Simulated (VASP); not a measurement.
# CdS (P3m1) in VASP: notebook

CdS is run at these levels: PBE; tasks: single point.

Program: VASP 6.6.1. These are calculated values, not measurements. Logs are shortened: lines on timing, memory, paths and dates and some standing lists are left out, and cuts for length are marked.

## 1. The cell of the first run

It takes space group P3m1 (No. 156, trigonal). Conventional cell: a = 4.261 Å, b = 4.261 Å, c = 5.804 Å, α = 90.00°, β = 90.00°, γ = 120.00°. Cd (site symmetry 3m) has 3 S at 2.46 Å within 3.2 Å. S (site symmetry 3m) has 3 Cd at 2.46 Å within 3.2 Å.

## 2. Single point, PBE

The input, INCAR:

```
SYSTEM = CdS
PREC = Accurate
ENCUT = 520
EDIFF = 1E-6
ISMEAR = 0
SIGMA = 0.05
LREAL = .FALSE.
LASPH = .TRUE.
NELM = 60
ALGO = Normal
ISIF = 2
LWAVE = .FALSE.
LCHARG = .TRUE.
GGA = PE
LELF = .TRUE.
LVHAR = .TRUE.
NBANDS = 16
```

The input, KPOINTS:

```
Automatic mesh
0
G
  7 7 5
  0 0 0
```

The input, POSCAR:

```
CdS
1.0
    4.2611695877      0.0000000000      0.0000000000
   -2.1305847939      3.6902811128      0.0000000000
    0.0000000000      0.0000000000      5.8041729400
Cd S
1 1
Direct
    0.0000000000      0.0000000000      0.4426919200
    0.6666666667      0.3333333333      0.4343080800
```

Potentials or basis: VASP PAW PBE potentials, release 64 (Cd, S).

Run with:

```sh
$ cat potpaw_PBE.64/Cd/POTCAR potpaw_PBE.64/S/POTCAR > POTCAR
$ mpirun -np 1 vasp_std > vasp.out
```

OUTCAR:

```text
SYSTEM = CdS
   PREC = Accurate
   ENCUT = 520
   EDIFF = 1E-6
   ISMEAR = 0
   LREAL = .FALSE.
   LASPH = .TRUE.
   NELM = 60
   ISIF = 2
   GGA = PE

 ion  position               nearest neighbor table
   1  0.000  0.000  0.443-   2 2.46   2 2.46   2 2.46
   2  0.667  0.333  0.434-   1 2.46   1 2.46   1 2.46

  LATTYP: Found a hexagonal cell.
 ALAT       =     4.2611695877
 C/A-ratio  =     1.3621079426

  Lattice vectors:

 A1 = (   4.2611695877,   0.0000000000,   0.0000000000)
 A2 = (  -2.1305847939,   3.6902811128,   0.0000000000)
 A3 = (   0.0000000000,   0.0000000000,   5.8041729400)

Analysis of symmetry for initial positions (statically):
=====================================================================
 Subroutine PRICEL returns:
 Original cell was already a primitive cell.

 Routine SETGRP: Setting up the symmetry group for a
 hexagonal supercell.

 Subroutine GETGRP returns: Found  6 space group operations
 (whereof  6 operations were pure point group operations)
 out of a pool of 24 trial point group operations.

The static configuration has the point symmetry C_3v.

Analysis of symmetry for dynamics (positions and initial velocities):
=====================================================================
 Subroutine PRICEL returns:
 Original cell was already a primitive cell.

 Routine SETGRP: Setting up the symmetry group for a
 hexagonal supercell.

 Subroutine GETGRP returns: Found  6 space group operations
 (whereof  6 operations were pure point group operations)
 out of a pool of 24 trial point group operations.

The dynamic configuration has the point symmetry C_3v.

 Subroutine INISYM returns: Found  6 space group operations
 (whereof  6 operations are pure point group operations),
 and found     1 'primitive' translations

----------------------------------------------------------------------------------------

                                     Primitive cell

  volume of cell :      91.2701

  direct lattice vectors                    reciprocal lattice vectors
     4.261169588  0.000000000  0.000000000     0.234677353  0.135491033  0.000000000
    -2.130584794  3.690281113  0.000000000     0.000000000  0.270982066  0.000000000
     0.000000000  0.000000000  5.804172940     0.000000000  0.000000000  0.172289835

  length of vectors
     4.261169588  4.261169588  5.804172940     0.270982066  0.270982066  0.172289835

  position of ions in fractional coordinates (direct lattice)
     0.000000000  0.000000000  0.442691920
     0.666666667  0.333333333  0.434308080

  ion indices of the primitive-cell ions
   primitive index   ion index
                 1           1
                 2           2

----------------------------------------------------------------------------------------

 KPOINTS: Automatic mesh

Automatic generation of k-mesh.
 Grid dimensions read from file:
 generate k-points for:    7    7    5

 Generating k-lattice:

  Cartesian coordinates                     Fractional coordinates (reciprocal lattice)
     0.033525336  0.019355862  0.000000000     0.142857143 -0.000000000  0.000000000
     0.000000000  0.038711724  0.000000000     0.000000000  0.142857143  0.000000000
     0.000000000  0.000000000  0.034457967     0.000000000  0.000000000  0.200000000

  Length of vectors
     0.038711724  0.038711724  0.034457967

  Shift w.r.t. Gamma in fractional coordinates (k-lattice)
     0.000000000  0.000000000  0.000000000

 Subroutine IBZKPT returns following result:
 ===========================================

 Found     32 irreducible k-points:

 Following reciprocal coordinates:
            Coordinates               Weight
  0.000000  0.000000  0.000000      1.000000
  0.142857 -0.000000  0.000000      6.000000
  0.285714  0.000000  0.000000      6.000000
  0.428571 -0.000000  0.000000      6.000000
  0.142857  0.142857  0.000000      6.000000
  0.285714  0.142857  0.000000     12.000000
[... 16 lines left out ...]
  0.000000  0.142857  0.400000      6.000000
  0.285714  0.000000  0.400000      6.000000
 [... further k-points ...]
   k-points           NKPTS =     32   k-points in BZ     NKDIM =     32   number of bands    NBANDS=     16
   number of dos      NEDOS =    301   number of ions     NIONS =      2
   total plane-waves  NPLWV =  49152
   dimension x,y,z NGX =    32 NGY =   32 NGZ =   48
   dimension x,y,z NGXF=    64 NGYF=   64 NGZF=   96
   ions per type =               1   1
   NGX,Y,Z   is equivalent  to a cutoff of  12.48, 12.48, 13.75 a.u.
   NGXF,Y,Z  is equivalent  to a cutoff of  24.97, 24.97, 27.50 a.u.
 SYSTEM =  CdS
   PREC   = accura    normal or accurate (medium, high low for compatibility)
   ISTART =      0    job   : 0-new  1-cont  2-samecut
   ICHARG =      2    charge: 1-file 2-atom 10-const
   ISPIN  =      1    spin polarized calculation?
   LNONCOLLINEAR =      F non collinear calculations
   LSORBIT =      F    spin-orbit coupling
   LASPH  =      T    aspherical Exc in radial PAW
   ENCUT  =  520.0 eV  38.22 Ry    6.18 a.u.   7.92  7.92 10.79*2*pi/ulx,y,z
   NELM   =     60;   NELMIN=  2; NELMDL= -5     # of ELM steps
   EDIFF  = 0.1E-05   stopping-criterion for ELM
   LREAL  =      F    real-space projection
   EDIFFG = 0.1E-04   stopping-criterion for IOM
   NSW    =      0    number of steps for IOM
   IBRION =     -1    ionic relax: 0-MD 1-quasi-New 2-CG
   NFREE  =      0    steps in history (QN), initial steepest desc. (CG)
   ISIF   =      2    stress and relaxation
   ISYM   =      2    0-nonsym 1-usesym 2-fastsym
   POTIM  = 0.5000    time-step for ionic-motion
   TEBEG  =    0.0;   TEEND  =   0.0 temperature during run
   PSTRESS=    0.0 pullay stress
   NELECT =      18.0000    total number of electrons
   NUPDOWN=      -1.0000    fix difference up-down
   EMIN   =  10.00;   EMAX   =-10.00  energy-range for DOS
   EFERMI =   0.00;   METHOD = LEGACY
   ISMEAR =     0;   SIGMA  =   0.05  broadening in eV -4-tet -1-fermi 0-gaus
   EFERMI_NEDOS =   21; number of points for ismear=-14 and -15
   IALGO  =     38    algorithm
   IMIX   =      4    mixing-type and parameters
     AMIX     =   0.40;   BMIX     =  1.00
     AMIX_MAG =   1.60;   BMIX_MAG =  1.00
  volume/ion in A,a.u.               =      45.64       307.96
  Fermi-wavevector in a.u.,A,eV,Ry     =   0.952919  1.800756 12.354841  0.908055
  Thomas-Fermi vector in A             =   2.081527
   LORBIT       =      0    0 simple, 1 ext, 2 COOP (PROOUT), +10 PAW based schemes
   GGA     = PE    functional components
   LHFCALC =     F    Hartree Fock is set to
   AEXX    =    0.0000 exact exchange contribution
   IVDW    =     0    specifies the selected vdW correction
   LEPSILON=     F    determine dielectric tensor
   LRPA    =     F    only Hartree local field effects (RPA)
 non-spin polarized calculation
 Gauss-broadening in eV      SIGMA  =   0.05
  energy-cutoff  :      520.00
  volume of cell :       91.27
 maximum number of plane-waves:      2478
   NGX = 15   NGY = 15   NGZ = 21

 number of electron      18.0000002 magnetization

 Free energy of the ion-electron system (eV)
  ---------------------------------------------------
  ext. energy  EPLUGINS =         0.00000000
  ---------------------------------------------------
  free energy    TOTEN  =        -5.64886534 eV

  energy without entropy =       -5.64886534  energy(sigma->0) =       -5.64886534

 E-fermi :  -1.8900     XC(G=0):  -6.1436

 val. band max:       -2.1166756881   @ k =   0.0000   0.0000   0.4000
 cond. band min:      -0.6450869855   @ k =   0.0000   0.0000   0.0000
 fundamental gap:      1.4715887026
 Fermi energy:        -1.8900007749

 k-point     1 :       0.0000    0.0000    0.0000
  band No.  band energies     occupation
      1     -13.7261      2.00000
      2      -9.7565      2.00000
      3      -9.7565      2.00000
      4      -9.2517      2.00000
      5      -9.2517      2.00000
      6      -9.0459      2.00000
[... 8 lines left out ...]
     15       8.9016      0.00000
     16       9.5934      0.00000

 k-point     2 :       0.1429   -0.0000    0.0000
  band No.  band energies     occupation
      1     -13.6638      2.00000
      2      -9.7278      2.00000
      3      -9.7051      2.00000
      4      -9.2728      2.00000
      5      -9.2547      2.00000
      6      -9.0239      2.00000
[... 8 lines left out ...]
     15       9.3820      0.00000
     16       9.5885      0.00000

 k-point     3 :       0.2857    0.0000    0.0000
  band No.  band energies     occupation
      1     -13.5226      2.00000
      2      -9.6256      2.00000
      3      -9.5831      2.00000
      4      -9.3184      2.00000
      5      -9.2613      2.00000
      6      -8.9630      2.00000
[... 8 lines left out ...]
     15       8.4548      0.00000
     16       8.8044      0.00000

 k-point     4 :       0.4286   -0.0000    0.0000
  band No.  band energies     occupation
      1     -13.4090      2.00000
      2      -9.4974      2.00000
      3      -9.4778      2.00000
      4      -9.3532      2.00000
      5      -9.2665      2.00000
      6      -8.8805      2.00000
[... 8 lines left out ...]
     15       8.1599      0.00000
     16       8.3347      0.00000
[... 324 lines left out ...]
 k-point    22 :       0.1429   -0.0000    0.4000
  band No.  band energies     occupation
      1     -13.6608      2.00000
      2      -9.7276      2.00000
      3      -9.7049      2.00000
      4      -9.2736      2.00000
      5      -9.2552      2.00000
      6      -9.0159      2.00000
[... 8 lines left out ...]
     15       8.0784      0.00000
     16       8.8319      0.00000

 k-point    23 :       0.0000    0.1429    0.4000
  band No.  band energies     occupation
      1     -13.6608      2.00000
      2      -9.7276      2.00000
      3      -9.7049      2.00000
      4      -9.2736      2.00000
      5      -9.2552      2.00000
      6      -9.0159      2.00000
[... 8 lines left out ...]
     15       8.0406      0.00000
     16       8.8358      0.00000

 k-point    24 :       0.2857    0.0000    0.4000
  band No.  band energies     occupation
      1     -13.5200      2.00000
      2      -9.6251      2.00000
      3      -9.5830      2.00000
      4      -9.3199      2.00000
      5      -9.2619      2.00000
      6      -8.9573      2.00000
[... 8 lines left out ...]
     15       7.8493      0.00000
     16       8.3209      0.00000

 [... further k-points ...]

------------------------ aborting loop because EDIFF is reached ----------------------------------------

  FORCE on cell =-STRESS in cart. coord.  units (eV):
  Direction    XX          YY          ZZ          XY          YZ          ZX
  --------------------------------------------------------------------------------------
  -------------------------------------------------------------------------------------
  Total       -0.0507329     -0.0507329     -0.0029052      0.0000000      0.0000000      0.0000000
  in kB       -0.8905782     -0.8905782     -0.0509991      0.0000000      0.0000000      0.0000000
  external PRESSURE =      -0.6107185 kB  Pullay stress =       0.0000000 kB

 VOLUME and BASIS-vectors are now :
 -----------------------------------------------------------------------------
  energy-cutoff  :      520.00
  volume of cell :       91.27
      direct lattice vectors                 reciprocal lattice vectors
     4.261169588  0.000000000  0.000000000     0.234677353  0.135491033  0.000000000
    -2.130584794  3.690281113  0.000000000     0.000000000  0.270982066  0.000000000
     0.000000000  0.000000000  5.804172940     0.000000000  0.000000000  0.172289835

 POSITION                                       TOTAL-FORCE (eV/Angst)
 -----------------------------------------------------------------------------------
      0.00000      0.00000      2.56946        -0.000000      0.000000     -0.002428
      2.13058      1.23009      2.52080         0.000000     -0.000000      0.002428
 -----------------------------------------------------------------------------------
    total drift:                                0.000001     -0.000000      0.000032

  FREE ENERGIE OF THE ION-ELECTRON SYSTEM (eV)
  ---------------------------------------------------
  free  energy   TOTEN  =        -5.6488653449 eV

  energy  without entropy=       -5.6488653449  energy(sigma->0) =       -5.64886534
```

Run time: 30 s. Hardware: 1 thread of Intel Xeon Platinum 8375C at 2.90GHz (Ice Lake), shared host; peak memory 0.23 GiB.

Results:

```yaml
Free_energy: -5.6489 eV
Pressure: -0.1 GPa
Band_gap_on_the_k_mesh: 1.47 eV, indirect (the least direct gap lies 3.8 meV higher)
```

Forces on the atoms (eV/Å):
```
Cd   0.000  0.000 -0.002
S    0.000  0.000  0.002
```

Levels at points of the mesh, in eV from the valence-band top:
```
           k point  band 7  band 8  band 9  band 10  band 11  band 12
(0.00, 0.00, 0.00)   -1.05    0.00    0.00     1.47     5.58     6.93
```

## 3. Single point, PBE

The input, INCAR:

```
PREC     = Accurate       # precision mode
ENCUT    = 520            # plane-wave cutoff, eV
EDIFF    = 1E-6           # SCF threshold, eV
ISMEAR   = 0              # smearing method
SIGMA    = 0.1            # smearing width, eV
LREAL    = F              # projectors in reciprocal space
LASPH    = T              # aspherical terms in the spheres
NELM     = 80             # most SCF steps
ALGO     = Normal         # electronic algorithm
ISIF     = 2              # what is computed and relaxed
LWAVE    = F              # write WAVECAR
LCHARG   = T              # write CHGCAR
GGA      = PE             # functional
LELF     = T              # ELF
LVHAR    = T            
NBANDS   = 16             # bands
```

The input, KPOINTS:

```
regular mesh
0
Gamma
  7 7 5
```

POSCAR is that of step 2.

Potentials or basis: VASP PAW PBE potentials, release 64 (Cd, S).

Run with:

```sh
$ cat potpaw_PBE.64/Cd/POTCAR potpaw_PBE.64/S/POTCAR > POTCAR
$ mpirun -np 1 vasp_std > vasp.out
```

It took 31 s on 1 thread of Intel Xeon Platinum 8375C at 2.90GHz (Ice Lake), shared host; peak memory 0.22 GiB.

The run converged. Its results:

```
Free energy            : -5.6489 eV
Pressure               : -0.1 GPa
Band gap on the k mesh : 1.47 eV, indirect (the least direct gap lies 3.8 meV higher)
```

Forces on the atoms (eV/Å):
```
Cd   0.000  0.000 -0.002
S    0.000  0.000  0.002
```

Stress tensor (GPa, compression positive):
```
-0.09  0.00  0.00
 0.00 -0.09  0.00
 0.00  0.00 -0.01
```

Levels at points of the mesh, in eV from the valence-band top:
| k point | band 7 | band 8 | band 9 | band 10 | band 11 | band 12 |
| --- | --- | --- | --- | --- | --- | --- |
| (0.00, 0.00, 0.00) | -1.05 | 0.00 | 0.00 | 1.47 | 5.58 | 6.93 |
